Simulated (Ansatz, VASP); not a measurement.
## One calculation of V, two programs

The input POSCAR:

```
V
1.0
   -1.4917693513      1.4917693513      1.4917693513
    1.4917693513     -1.4917693513      1.4917693513
    1.4917693513      1.4917693513     -1.4917693513
V
1
Direct
    0.0000000000      0.0000000000      0.0000000000
```

File INCAR.step1:

```
  PREC = Accurate
  ENCUT = 520
  ISMEAR = 1
  SIGMA = 0.2
  LREAL = False
  LASPH = True
  NELM = 100
  NBANDS = 12
  GGA = PE
  ALGO = Normal
  EDIFF = 1E-4
  LWAVE = True
  LCHARG = False
```

The input INCAR.step2:

```
  PREC = Accurate
  ENCUT = 520
  EDIFF = 1E-7
  ISMEAR = 1
  SIGMA = 0.2
  LREAL = False
  LASPH = True
  NELM = 100
  ALGO = Normal
  ISIF = 2
  LWAVE = False
  LCHARG = True
  METAGGA = R2SCAN
  LMIXTAU = True
  LELF = True
  LVHAR = True
  NBANDS = 12
  ISTART = 1
```

Contents of KPOINTS:

```
regular mesh
0
Gamma
  15 15 15
```

Input for Ansatz:

```yaml
crystal:
  lattice:
    - [-1.4917693513, 1.4917693513, 1.4917693513]
    - [1.4917693513, -1.4917693513, 1.4917693513]
    - [1.4917693513, 1.4917693513, -1.4917693513]
  atoms:
    - { symbol: V, position: [0.0, 0.0, 0.0] }
hamiltonian:
  xc: r2scan
  pseudopotentials:
    kind: paw
    azcp:
      V: "pseudopotentials/V.paw.azcp"
basis:
  ecutwfc: 500
  fft_grid_basis: typed
kpoints:
  mp_grid: { grid: [15, 15, 15], shift: [0, 0, 0] }
magnetization:
  spin_polarized: false
scf:
  occupations: { method: methfessel_paxton, width: 0.2 }
  lower_state_search: "off"
output:
  stress: true
```

Alike in both runs: task single point; functional r2SCAN; k mesh 15 × 15 × 15; occupations methfessel-paxton of order 1, width 0.2 eV; no spin polarisation.

```csv
,VASP,Ansatz
version,VASP 6.6.1,Ansatz 0.2.0
potentials or method,"VASP PAW PBE potentials, release 64 (V_sv), cutoff 520 eV","plane waves (500 eV) with PAW, scalar-relativistic"
valence electrons in the cell,13,13
```

```tsv
	VASP	Ansatz	Ansatz less VASP
pressure (GPa)	0.2	-0.5	-0.72
```

VASP's potentials were made for PBE, not for r2SCAN. The functional is the same, so the differences come from potentials, cutoffs and numerics.
